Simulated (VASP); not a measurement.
Here is a VASP 6.6.1 calculation.

File INCAR:

```
SYSTEM = Os
PREC = Accurate
ENCUT = 600
EDIFF = 1E-6
ISMEAR = -1
SIGMA = 0.1
LREAL = .FALSE.
LASPH = .TRUE.
NELM = 120
ALGO = Normal
ISIF = 2
LWAVE = .FALSE.
LCHARG = .FALSE.
GGA = PE
NBANDS = 10
GGA_COMPAT = .FALSE.
```

File KPOINTS:

```
Automatic mesh
0
G
  10 10 10
  0 0 0
```

Contents of POSCAR:

```
Os
1.0
    0.0000000000      1.9831469396      1.9831469396
    1.9831469396      0.0000000000      1.9831469396
    1.9831469396      1.9831469396      0.0000000000
Os
1
Direct
    0.0000000000      0.0000000000      0.0000000000
```

Potentials or basis: VASP PAW PBE potentials, release 64 (Os).

Launch:

```sh
$ cat potpaw_PBE.64/Os/POTCAR > POTCAR
$ mpirun -np 1 vasp_std > vasp.out
```

(1) What does it give for the pressure?

(2) What does it give for the band gap on the k mesh?

Results:

(1) -26.5 GPa.

(2) zero (band 4 reaches 9.94 eV, above the bottom of band 5 at 6.47 eV).

Caveat: spin-orbit coupling is left out, which moves the levels of the heavy elements.
